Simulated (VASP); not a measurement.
# Ni (Fm-3m) in VASP: further runs, part 2 of 2

VASP 6.6.1. Earlier steps stand in the parts before.

## Step 4: Single point, PBE, collinear spin, ferromagnetic start (10.56 Å³/atom)

This run uses another cell than the first one, of 10.56 Å³/atom.

Input file INCAR:

```
SYSTEM = Ni
PREC = Accurate
ENCUT = 520
EDIFF = 1E-7
ISMEAR = 0
SIGMA = 0.1
LREAL = .FALSE.
LASPH = .TRUE.
NELM = 150
ALGO = Normal
ISIF = 2
LWAVE = .FALSE.
LCHARG = .FALSE.
ISPIN = 2
MAGMOM = 0.75
LORBIT = 11
LMAXMIX = 4
GGA = PE
NBANDS = 15
```

Input file KPOINTS:

```
regular mesh
0
G
  20 20 20
  0 0 0
```

Input file POSCAR:

```
Ni
1.0
    0.0000000000      1.7414664811      1.7414664811
    1.7414664811      0.0000000000      1.7414664811
    1.7414664811      1.7414664811      0.0000000000
Ni
1
Direct
    0.0000000000      0.0000000000      0.0000000000
```

Launch:

```console
cat potpaw_PBE.64/Ni/POTCAR > POTCAR
mpirun -np 1 vasp_std > vasp.out
```

Wall time 2.1 min (1 thread of Intel Xeon 8259CL, shared host); peak memory 0.17 GiB.

Results (log left out):

| Item | Value |
| --- | --- |
| Free energy | -5.4689 eV |
| Pressure | 6.4 GPa |
| Net moment | 0.62 μB per cell |
| Site moments | Ni +0.63 μB |
| Valence electrons inside the program's atomic spheres | Ni 9.36 |

Levels at points of the mesh, in eV from the Fermi level:
Spin up:
```csv
k point,band 2,band 3,band 4,band 5,band 6,band 7,band 8,band 9
"(0.00, 0.00, 0.00)",-2.51,-2.51,-2.51,-1.29,-1.29,23.97,28.07,28.07
"(0.50, 0.00, 0.00)",-2.50,-2.50,-0.60,-0.60,-0.35,5.87,22.45,25.19
"(0.50, 0.50, 0.00)",-4.36,-0.55,-0.46,-0.46,2.46,9.48,15.10,15.10
```
Spin down:
| k point | band 3 | band 4 | band 5 | band 6 | band 7 | band 8 |
| --- | --- | --- | --- | --- | --- | --- |
| (0.00, 0.00, 0.00) | -1.76 | -1.76 | -0.70 | -0.70 | 23.82 | 28.05 |
| (0.50, 0.00, 0.00) | -1.88 | -0.41 | 0.16 | 0.16 | 6.30 | 22.31 |
| (0.50, 0.50, 0.00) | 0.06 | 0.40 | 0.40 | 2.43 | 9.73 | 15.11 |

Caveat: the cell stands under pressure.

## Step 5: Single point, PBE, collinear spin, ferromagnetic start

Input file INCAR:

```
  ALGO = Normal
  EDIFF = 1E-6
  ENCUT = 520
  GGA = PE
  ISIF = 2
  ISMEAR = 0
  ISPIN = 2
  LASPH = True
  LCHARG = False
  LMAXMIX = 4
  LORBIT = 11
  LREAL = False
  LWAVE = False
  MAGMOM = 0.81
  NBANDS = 15
  NELM = 150
  PREC = Accurate
  SIGMA = 0.1
```

Input file KPOINTS:

```
k-points
0
Gamma
  20 20 20
```

Input file POSCAR:

```
Ni
1.0
    0.0000000000      1.7592377746      1.7592377746
    1.7592377746      0.0000000000      1.7592377746
    1.7592377746      1.7592377746      0.0000000000
Ni
1
Direct
    0.0000000000      0.0000000000      0.0000000000
```

Potentials or basis: VASP PAW PBE potentials, release 64 (Ni).

Launch:

```console
cat potpaw_PBE.64/Ni/POTCAR > POTCAR
mpirun -np 1 vasp_std > vasp.out
```

OUTCAR:

```text
EDIFF = 1E-6
   ENCUT = 520
   GGA = PE
   ISIF = 2
   ISMEAR = 0
   ISPIN = 2
   LASPH = True
   LORBIT = 11
   LREAL = False
   NELM = 150
   PREC = Accurate

 ion  position               nearest neighbor table
   1  0.000  0.000  0.000-

  LATTYP: Found a face centered cubic cell.
 ALAT       =     3.5184755492

  Lattice vectors:

 A1 = (   0.0000000000,   1.7592377746,   1.7592377746)
 A2 = (   1.7592377746,   0.0000000000,   1.7592377746)
 A3 = (   1.7592377746,   1.7592377746,   0.0000000000)

Analysis of symmetry for initial positions (statically):
=====================================================================
 Subroutine PRICEL returns:
 Original cell was already a primitive cell.

 Routine SETGRP: Setting up the symmetry group for a
 face centered cubic supercell.

 Subroutine GETGRP returns: Found 48 space group operations
 (whereof 48 operations were pure point group operations)
 out of a pool of 48 trial point group operations.

The static configuration has the point symmetry O_h .

Analysis of symmetry for dynamics (positions and initial velocities):
=====================================================================
 Subroutine PRICEL returns:
 Original cell was already a primitive cell.

 Routine SETGRP: Setting up the symmetry group for a
 face centered cubic supercell.

 Subroutine GETGRP returns: Found 48 space group operations
 (whereof 48 operations were pure point group operations)
 out of a pool of 48 trial point group operations.

The dynamic configuration has the point symmetry O_h .

Analysis of structural, dynamic, and magnetic symmetry:
=====================================================================
 Subroutine PRICEL returns:
 Original cell was already a primitive cell.

 Routine SETGRP: Setting up the symmetry group for a
 face centered cubic supercell.

 Subroutine GETGRP returns: Found 48 space group operations
 (whereof 48 operations were pure point group operations)
 out of a pool of 48 trial point group operations.

The overall configuration has the point symmetry O_h .

 Subroutine INISYM returns: Found 48 space group operations
 (whereof 48 operations are pure point group operations),
 and found     1 'primitive' translations

----------------------------------------------------------------------------------------

                                     Primitive cell

  volume of cell :      10.8894

  direct lattice vectors                    reciprocal lattice vectors
     0.000000000  1.759237775  1.759237775    -0.284213997  0.284213997  0.284213997
     1.759237775  0.000000000  1.759237775     0.284213997 -0.284213997  0.284213997
     1.759237775  1.759237775  0.000000000     0.284213997  0.284213997 -0.284213997

  length of vectors
     2.487937920  2.487937920  2.487937920     0.492273083  0.492273083  0.492273083

  position of ions in fractional coordinates (direct lattice)
     0.000000000  0.000000000  0.000000000

  ion indices of the primitive-cell ions
   primitive index   ion index
                 1           1

----------------------------------------------------------------------------------------

 KPOINTS: k-points

Automatic generation of k-mesh.
 Grid dimensions read from file:
 generate k-points for:   20   20   20

 Generating k-lattice:

[... 64 lines left out ...]
   NSW    =      0    number of steps for IOM
   IBRION =     -1    ionic relax: 0-MD 1-quasi-New 2-CG
   NFREE  =      0    steps in history (QN), initial steepest desc. (CG)
   ISIF   =      2    stress and relaxation
   ISYM   =      2    0-nonsym 1-usesym 2-fastsym
   POTIM  = 0.5000    time-step for ionic-motion
   TEBEG  =    0.0;   TEEND  =   0.0 temperature during run
   PSTRESS=    0.0 pullay stress
   NELECT =      10.0000    total number of electrons
   NUPDOWN=      -1.0000    fix difference up-down
   EMIN   =  10.00;   EMAX   =-10.00  energy-range for DOS
   EFERMI =   0.00;   METHOD = LEGACY
   ISMEAR =     0;   SIGMA  =   0.10  broadening in eV -4-tet -1-fermi 0-gaus
   EFERMI_NEDOS =   21; number of points for ismear=-14 and -15
   IALGO  =     38    algorithm
   IMIX   =      4    mixing-type and parameters
     AMIX     =   0.40;   BMIX     =  1.00
     AMIX_MAG =   1.60;   BMIX_MAG =  1.00
  volume/ion in A,a.u.               =      10.89        73.49
  Fermi-wavevector in a.u.,A,eV,Ry     =   1.591257  3.007039 34.451290  2.532098
  Thomas-Fermi vector in A             =   2.689825
   LORBIT       =     11    0 simple, 1 ext, 2 COOP (PROOUT), +10 PAW based schemes
   GGA     = PE    functional components
   LHFCALC =     F    Hartree Fock is set to
   AEXX    =    0.0000 exact exchange contribution
   IVDW    =     0    specifies the selected vdW correction
   LEPSILON=     F    determine dielectric tensor
   LRPA    =     F    only Hartree local field effects (RPA)
 spin polarized calculation
 Gauss-broadening in eV      SIGMA  =   0.10
  energy-cutoff  :      520.00
  volume of cell :       10.89
 maximum number of plane-waves:       305
   NGX =  9   NGY =  9   NGZ =  9

 number of electron      10.0000009 magnetization       0.6274514

 Free energy of the ion-electron system (eV)
  ---------------------------------------------------
  ext. energy  EPLUGINS =         0.00000000
  ---------------------------------------------------
  free energy    TOTEN  =        -5.47513421 eV

  energy without entropy =       -5.46635910  energy(sigma->0) =       -5.47074665

 E-fermi :   9.3651     XC(G=0): -13.2505

 val. band max:        9.3644634891   @ k =  -0.4500   0.5000   0.0500
 cond. band min:       9.3651790246   @ k =   0.4000   0.0000   0.0000
 fundamental gap:      0.0007155354
 Fermi energy:         9.3651441826

 spin component 1

 k-point     1 :       0.0000    0.0000    0.0000
  band No.  band energies     occupation
      1       0.3606      1.00000
      2       6.9286      1.00000
      3       6.9286      1.00000
      4       6.9286      1.00000
      5       8.1061      1.00000
      6       8.1061      1.00000
      7      33.0819      0.00000
      8      36.9351      0.00000
      9      36.9351      0.00000
     10      36.9351      0.00000
     11      39.8692      0.00000
     12      39.8692      0.00000
     13      39.8692      0.00000
     14      42.8381      0.00000
[... 403 lines left out ...]
      4       7.1920      1.00000
      5       8.4353      1.00000
      6       8.7847      1.00000
      7      18.4980      0.00000
      8      31.0400      0.00000
      9      33.4042      0.00000
     10      35.2631      0.00000
     11      37.2444      0.00000
     12      39.0825      0.00000
     13      43.3022      0.00000
     14      49.9785      0.00000
     15      51.5623      0.00000

 [... further k-points ...]

 spin component 2

 k-point     1 :       0.0000    0.0000    0.0000
  band No.  band energies     occupation
      1       0.3239      1.00000
      2       7.6851      1.00000
      3       7.6851      1.00000
      4       7.6851      1.00000
      5       8.6913      1.00000
      6       8.6913      1.00000
      7      32.9166      0.00000
      8      36.9143      0.00000
      9      36.9143      0.00000
     10      36.9143      0.00000
     11      39.9692      0.00000
     12      39.9692      0.00000
     13      39.9692      0.00000
     14      42.7130      0.00000
[... 403 lines left out ...]
      4       7.7038      1.00000
      5       9.1662      0.99755
      6       9.4791      0.05358
      7      18.7412      0.00000
      8      31.0058      0.00000
      9      33.4019      0.00000
     10      35.3660      0.00000
     11      37.2716      0.00000
     12      39.1006      0.00000
     13      43.3636      0.00000
     14      50.0500      0.00000
     15      51.7792      0.00000

 [... further k-points ...]
[... 5 lines left out ...]
  --------------------------------------------------------------------------------------
  -------------------------------------------------------------------------------------
  Total       -0.0004495     -0.0004495     -0.0004495     -0.0000000     -0.0000000      0.0000000
  in kB       -0.0661366     -0.0661366     -0.0661366     -0.0000000     -0.0000000      0.0000000
  external PRESSURE =      -0.0661366 kB  Pullay stress =       0.0000000 kB

 VOLUME and BASIS-vectors are now :
 -----------------------------------------------------------------------------
  energy-cutoff  :      520.00
  volume of cell :       10.89
      direct lattice vectors                 reciprocal lattice vectors
     0.000000000  1.759237775  1.759237775    -0.284213997  0.284213997  0.284213997
     1.759237775  0.000000000  1.759237775     0.284213997 -0.284213997  0.284213997
     1.759237775  1.759237775  0.000000000     0.284213997  0.284213997 -0.284213997

 POSITION                                       TOTAL-FORCE (eV/Angst)
 -----------------------------------------------------------------------------------
      0.00000      0.00000      0.00000         0.000000     -0.000000     -0.000000
 -----------------------------------------------------------------------------------
    total drift:                                0.000000      0.000000      0.000000

  FREE ENERGIE OF THE ION-ELECTRON SYSTEM (eV)
  ---------------------------------------------------
  free  energy   TOTEN  =        -5.4751342064 eV

  energy  without entropy=       -5.4663591014  energy(sigma->0) =       -5.47074665

 total charge

# of ion       s       p       d       tot
------------------------------------------
    1        0.497   0.497   8.314   9.308

 magnetization (x)

# of ion       s       p       d       tot
------------------------------------------
    1       -0.007  -0.025   0.672   0.640
```

OSZICAR:

```text
N       E                     dE             d eps       ncg     rms          rms(c)
DAV:   1     0.330781429198E+02    0.33078E+02   -0.41980E+03 16322   0.854E+02
DAV:   2    -0.506504296238E+01   -0.38143E+02   -0.35358E+02 17467   0.162E+02
DAV:   3    -0.649488717202E+01   -0.14298E+01   -0.14151E+01 18678   0.307E+01
DAV:   4    -0.650357762445E+01   -0.86905E-02   -0.86890E-02 18955   0.229E+00
DAV:   5    -0.650368234508E+01   -0.10472E-03   -0.10472E-03 19042   0.227E-01    0.989E+00
DAV:   6    -0.581768175002E+01    0.68600E+00   -0.13564E+01 22248   0.403E+01    0.592E+00
DAV:   7    -0.549245851102E+01    0.32522E+00   -0.23551E+00 20474   0.151E+01    0.192E+00
DAV:   8    -0.547802056949E+01    0.14438E-01   -0.24090E-02 19286   0.106E+00    0.934E-01
DAV:   9    -0.547558483558E+01    0.24357E-02   -0.19808E-03 25260   0.280E-01    0.249E-01
DAV:  10    -0.547514881189E+01    0.43602E-03   -0.43776E-04 25781   0.112E-01    0.380E-02
DAV:  11    -0.547513323411E+01    0.15578E-04   -0.43050E-05 23689   0.437E-02    0.318E-02
DAV:  12    -0.547513420636E+01   -0.97224E-06   -0.11412E-06 16235   0.792E-03
   1 F= -.54751342E+01 E0= -.54707467E+01  d E =-.877510E-02  mag=     0.6282
```

stdout:

```text
POSCAR found type information on POSCAR Ni
 POSCAR found :  1 types and       1 ions
 scaLAPACK will be used
 LDA part: xc-table for (Slater+PW92), standard interpolation
 POSCAR, INCAR and KPOINTS ok, starting setup
 FFT: planning ... GRIDC
 FFT: planning ... GRID_SOFT
 FFT: planning ... GRID
 WAVECAR not read
 entering main loop
```

Wall time 2.3 min (1 thread of Intel Xeon 8259CL, shared host); peak memory 0.18 GiB.

Results:

* Free energy: -5.4751 eV
* Pressure: 0.0 GPa
* Net moment: 0.63 μB per cell
* Site moments: Ni +0.64 μB
* Valence electrons inside the program's atomic spheres: Ni 9.31

Levels at points of the mesh, in eV from the Fermi level:
Spin up:
```
           k point  band 1  band 2  band 3  band 4  band 5  band 6  band 7  band 8  band 9  band 10
(0.00, 0.00, 0.00)   -9.00   -2.44   -2.44   -2.44   -1.26   -1.26   23.72   27.57   27.57    27.57
(0.50, 0.00, 0.00)   -4.83   -2.42   -2.42   -0.61   -0.61   -0.29    5.65   22.21   24.66    24.66
(0.50, 0.50, 0.00)   -4.64   -4.19   -0.55   -0.48   -0.48    2.45    9.21   14.82   14.82    19.71
```
Spin down:
```tsv
k point	band 1	band 2	band 3	band 4	band 5	band 6	band 7	band 8	band 9	band 10
(0.00, 0.00, 0.00)	-9.04	-1.68	-1.68	-1.68	-0.67	-0.67	23.55	27.55	27.55	27.55
(0.50, 0.00, 0.00)	-4.40	-1.80	-1.80	-0.35	0.15	0.15	6.08	22.06	24.74	24.74
(0.50, 0.50, 0.00)	-4.30	-3.58	0.06	0.39	0.39	2.40	9.45	14.82	14.82	19.88
```

## Step 6: The runs side by side

| level | cell | k mesh | cutoff (eV) | smearing | mended | gap on the mesh (eV) | pressure (GPa) | moment (μB) |
| --- | --- | --- | --- | --- | --- | --- | --- | --- |
| revPBE | a = 2.488 Å, angles 60.0°, 1 atom | 30 × 30 × 30 | 600 | methfessel-paxton 0.1 eV | yes | none | 3.9 | 0.62 |
| PBE | a = 2.437 Å, angles 60.0°, 1 atom | 20 × 20 × 20 | 520 | gaussian 0.1 eV | - | none | 14.0 | 0.62 |
| PBE | a = 2.463 Å, angles 60.0°, 1 atom | 20 × 20 × 20 | 520 | gaussian 0.1 eV | - | none | 6.4 | 0.62 |
| PBE | a = 2.488 Å, angles 60.0°, 1 atom | 20 × 20 × 20 | 520 | gaussian 0.1 eV | - | none | 0.0 | 0.63 |

Alike in all rows: task single point; potentials or basis VASP PAW PBE potentials, release 64 (Ni); spin collinear, ferromagnetic start.

Caveats: the cell stands under pressure (at least some runs); the PAW data sets were made with another functional, which shifts forces and pressure a little (at least some runs).

Absolute energies hang on the potentials; compare differences alone.
